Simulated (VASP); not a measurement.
# Be (Im-3m) in VASP: further runs, part 2 of 2

VASP 6.6.1.

### 3 Single point, PBE

INCAR

```
SYSTEM = Be
PREC = Accurate
ENCUT = 520
EDIFF = 1E-6
ISMEAR = -1
SIGMA = 0.1
LREAL = .FALSE.
LASPH = .TRUE.
NELM = 60
ALGO = Normal
ISIF = 2
LWAVE = .FALSE.
LCHARG = .FALSE.
GGA = PE
NBANDS = 7
```

KPOINTS

```
regular mesh
0
G
  27 27 27
  0 0 0
```

POSCAR

```
Be
1.0
   -0.9920245802      0.9920245802      0.9920245802
    0.9920245802     -0.9920245802      0.9920245802
    0.9920245802      0.9920245802     -0.9920245802
Be
1
Direct
    0.0000000000      0.0000000000      0.0000000000
```

Potentials or basis: VASP PAW PBE potentials, release 64 (Be).

Launch:

```console
> cat potpaw_PBE.64/Be/POTCAR > POTCAR
> mpirun -np 1 vasp_std > vasp.out
```

OUTCAR:

```text
SYSTEM = Be
   PREC = Accurate
   ENCUT = 520
   EDIFF = 1E-6
   ISMEAR = -1
   LREAL = .FALSE.
   LASPH = .TRUE.
   NELM = 60
   ISIF = 2
   GGA = PE

 ion  position               nearest neighbor table
   1  0.000  0.000  0.000-

  LATTYP: Found a body centered cubic cell.
 ALAT       =     1.9840491604

  Lattice vectors:

 A1 = (  -0.9920245802,   0.9920245802,   0.9920245802)
 A2 = (   0.9920245802,  -0.9920245802,   0.9920245802)
 A3 = (   0.9920245802,   0.9920245802,  -0.9920245802)

Analysis of symmetry for initial positions (statically):
=====================================================================
 Subroutine PRICEL returns:
 Original cell was already a primitive cell.

 Routine SETGRP: Setting up the symmetry group for a
 body centered cubic supercell.

 Subroutine GETGRP returns: Found 48 space group operations
 (whereof 48 operations were pure point group operations)
 out of a pool of 48 trial point group operations.

The static configuration has the point symmetry O_h .

Analysis of symmetry for dynamics (positions and initial velocities):
=====================================================================
 Subroutine PRICEL returns:
 Original cell was already a primitive cell.

 Routine SETGRP: Setting up the symmetry group for a
 body centered cubic supercell.

 Subroutine GETGRP returns: Found 48 space group operations
 (whereof 48 operations were pure point group operations)
 out of a pool of 48 trial point group operations.

The dynamic configuration has the point symmetry O_h .

 Subroutine INISYM returns: Found 48 space group operations
 (whereof 48 operations are pure point group operations),
 and found     1 'primitive' translations

----------------------------------------------------------------------------------------

                                     Primitive cell

  volume of cell :       3.9051

  direct lattice vectors                    reciprocal lattice vectors
    -0.992024580  0.992024580  0.992024580     0.000000000  0.504019769  0.504019769
     0.992024580 -0.992024580  0.992024580     0.504019769  0.000000000  0.504019769
     0.992024580  0.992024580 -0.992024580     0.504019769  0.504019769  0.000000000

  length of vectors
     1.718236975  1.718236975  1.718236975     0.712791593  0.712791593  0.712791593

  position of ions in fractional coordinates (direct lattice)
     0.000000000  0.000000000  0.000000000

  ion indices of the primitive-cell ions
   primitive index   ion index
                 1           1

----------------------------------------------------------------------------------------

 KPOINTS: regular mesh

Automatic generation of k-mesh.
 Grid dimensions read from file:
 generate k-points for:   27   27   27

 Generating k-lattice:

  Cartesian coordinates                     Fractional coordinates (reciprocal lattice)
     0.000000000  0.018667399  0.018667399     0.037037037  0.000000000  0.000000000
     0.018667399  0.000000000  0.018667399     0.000000000  0.037037037  0.000000000
     0.018667399  0.018667399  0.000000000     0.000000000  0.000000000  0.037037037

  Length of vectors
     0.026399689  0.026399689  0.026399689

  Shift w.r.t. Gamma in fractional coordinates (k-lattice)
     0.000000000  0.000000000  0.000000000

 Subroutine IBZKPT returns following result:
 ===========================================

 Found    560 irreducible k-points:

 Following reciprocal coordinates:
            Coordinates               Weight
  0.000000  0.000000  0.000000      1.000000
  0.037037  0.000000  0.000000     12.000000
  0.074074  0.000000  0.000000     12.000000
  0.111111  0.000000  0.000000     12.000000
  0.148148  0.000000  0.000000     12.000000
  0.185185  0.000000  0.000000     12.000000
[... 16 lines left out ...]
  0.333333  0.037037  0.000000     48.000000
  0.370370  0.037037  0.000000     48.000000
 [... further k-points ...]
   k-points           NKPTS =    560   k-points in BZ     NKDIM =    560   number of bands    NBANDS=      7
   number of dos      NEDOS =    301   number of ions     NIONS =      1
   total plane-waves  NPLWV =   2744
   dimension x,y,z NGX =    14 NGY =   14 NGZ =   14
   dimension x,y,z NGXF=    28 NGYF=   28 NGZF=   28
   ions per type =               1
   NGX,Y,Z   is equivalent  to a cutoff of  13.55, 13.55, 13.55 a.u.
   NGXF,Y,Z  is equivalent  to a cutoff of  27.09, 27.09, 27.09 a.u.
 SYSTEM =  Be
   PREC   = accura    normal or accurate (medium, high low for compatibility)
   ISTART =      0    job   : 0-new  1-cont  2-samecut
   ICHARG =      2    charge: 1-file 2-atom 10-const
   ISPIN  =      1    spin polarized calculation?
   LNONCOLLINEAR =      F non collinear calculations
   LSORBIT =      F    spin-orbit coupling
   LASPH  =      T    aspherical Exc in radial PAW
   ENCUT  =  520.0 eV  38.22 Ry    6.18 a.u.   3.19  3.19  3.19*2*pi/ulx,y,z
   NELM   =     60;   NELMIN=  2; NELMDL= -5     # of ELM steps
   EDIFF  = 0.1E-05   stopping-criterion for ELM
   LREAL  =      F    real-space projection
   EDIFFG = 0.1E-04   stopping-criterion for IOM
   NSW    =      0    number of steps for IOM
   IBRION =     -1    ionic relax: 0-MD 1-quasi-New 2-CG
   NFREE  =      0    steps in history (QN), initial steepest desc. (CG)
   ISIF   =      2    stress and relaxation
   ISYM   =      2    0-nonsym 1-usesym 2-fastsym
   POTIM  = 0.5000    time-step for ionic-motion
   TEBEG  =    0.0;   TEEND  =   0.0 temperature during run
   PSTRESS=    0.0 pullay stress
   NELECT =       2.0000    total number of electrons
   NUPDOWN=      -1.0000    fix difference up-down
   EMIN   =  10.00;   EMAX   =-10.00  energy-range for DOS
   EFERMI =   0.00;   METHOD = LEGACY
   ISMEAR =    -1;   SIGMA  =   0.10  broadening in eV -4-tet -1-fermi 0-gaus
   EFERMI_NEDOS =   21; number of points for ismear=-14 and -15
   IALGO  =     38    algorithm
   IMIX   =      4    mixing-type and parameters
     AMIX     =   0.40;   BMIX     =  1.00
     AMIX_MAG =   1.60;   BMIX_MAG =  1.00
  volume/ion in A,a.u.               =       3.91        26.35
  Fermi-wavevector in a.u.,A,eV,Ry     =   1.309812  2.475186 23.342268  1.715608
  Thomas-Fermi vector in A             =   2.440385
   LORBIT       =      0    0 simple, 1 ext, 2 COOP (PROOUT), +10 PAW based schemes
   GGA     = PE    functional components
[... 5 lines left out ...]
 non-spin polarized calculation
  energy-cutoff  :      520.00
  volume of cell :        3.91
 maximum number of plane-waves:       116
 NGX is ok and might be reduce to    14
   NGX =  7   NGY =  7   NGZ =  7

 number of electron       2.0000000 magnetization

 Free energy of the ion-electron system (eV)
  ---------------------------------------------------
  ext. energy  EPLUGINS =         0.00000000
  ---------------------------------------------------
  free energy    TOTEN  =        -1.67229222 eV

  energy without entropy =       -1.66963315  energy(sigma->0) =       -1.67096269

 E-fermi :  15.5242     XC(G=0): -13.1873

 val. band max:       15.5060243974   @ k =  -0.4074  -0.4074   0.2222
 cond. band min:      15.6189346978   @ k =   0.3333   0.2593   0.0370
 fundamental gap:      0.1129103004
 Fermi energy:        15.5242268502

 k-point     1 :       0.0000    0.0000    0.0000
  band No.  band energies     occupation
      1      -0.6472      2.00000
      2      49.5184      0.00000
      3      49.5184      0.00000
      4      49.5184      0.00000
      5      64.0948      0.00000
      6      64.0948      0.00000
      7      64.0948      0.00000

 k-point     2 :       0.0370    0.0000    0.0000
  band No.  band energies     occupation
      1      -0.5951      2.00000
      2      49.0697      0.00000
      3      49.0966      0.00000
      4      49.3878      0.00000
      5      62.7470      0.00000
      6      62.8233      0.00000
      7      64.7226      0.00000

 k-point     3 :       0.0741    0.0000    0.0000
  band No.  band energies     occupation
      1      -0.4383      2.00000
      2      47.6640      0.00000
      3      48.0089      0.00000
      4      49.0016      0.00000
      5      60.2176      0.00000
      6      60.6541      0.00000
      7      64.9419      0.00000
[... 191 lines left out ...]
 k-point    23 :       0.3333    0.0370    0.0000
  band No.  band energies     occupation
      1       4.2126      2.00000
      2      25.1655      0.00000
      3      38.1886      0.00000
      4      41.9360      0.00000
      5      49.9860      0.00000
      6      59.0930      0.00000
      7      69.1459      0.00000

 k-point    24 :       0.3704    0.0370    0.0000
  band No.  band energies     occupation
      1       5.1732      2.00000
      2      22.8266      0.00000
      3      37.5296      0.00000
      4      41.3454      0.00000
      5      49.3000      0.00000
      6      59.8419      0.00000
      7      70.7588      0.00000

 [... further k-points ...]
[... 5 lines left out ...]
  --------------------------------------------------------------------------------------
  -------------------------------------------------------------------------------------
  Total        6.6394437      6.6394437      6.6394437     -0.0000000      0.0000000      0.0000000
  in kB     2724.0494335   2724.0494335   2724.0494335     -0.0000000      0.0000000      0.0000000
  external PRESSURE =    2724.0494335 kB  Pullay stress =       0.0000000 kB

 VOLUME and BASIS-vectors are now :
 -----------------------------------------------------------------------------
  energy-cutoff  :      520.00
  volume of cell :        3.91
      direct lattice vectors                 reciprocal lattice vectors
    -0.992024580  0.992024580  0.992024580     0.000000000  0.504019769  0.504019769
     0.992024580 -0.992024580  0.992024580     0.504019769  0.000000000  0.504019769
     0.992024580  0.992024580 -0.992024580     0.504019769  0.504019769  0.000000000

 POSITION                                       TOTAL-FORCE (eV/Angst)
 -----------------------------------------------------------------------------------
      0.00000      0.00000      0.00000         0.000000      0.000000     -0.000000
 -----------------------------------------------------------------------------------
    total drift:                               -0.000000     -0.000000     -0.000000

  FREE ENERGIE OF THE ION-ELECTRON SYSTEM (eV)
  ---------------------------------------------------
  free  energy   TOTEN  =        -1.6722922183 eV

  energy  without entropy=       -1.6696331540  energy(sigma->0) =       -1.67096269
```

Wall time 3.6 s (1 thread of Intel Xeon 6975P-C (Granite Rapids), shared host); peak memory 0.11 GiB.

What came out:

- Free energy: -1.6723 eV
- Pressure: 272.4 GPa
- Band gap on the k mesh: zero (band 1 reaches 21.89 eV, above the bottom of band 2 at 13.16 eV)
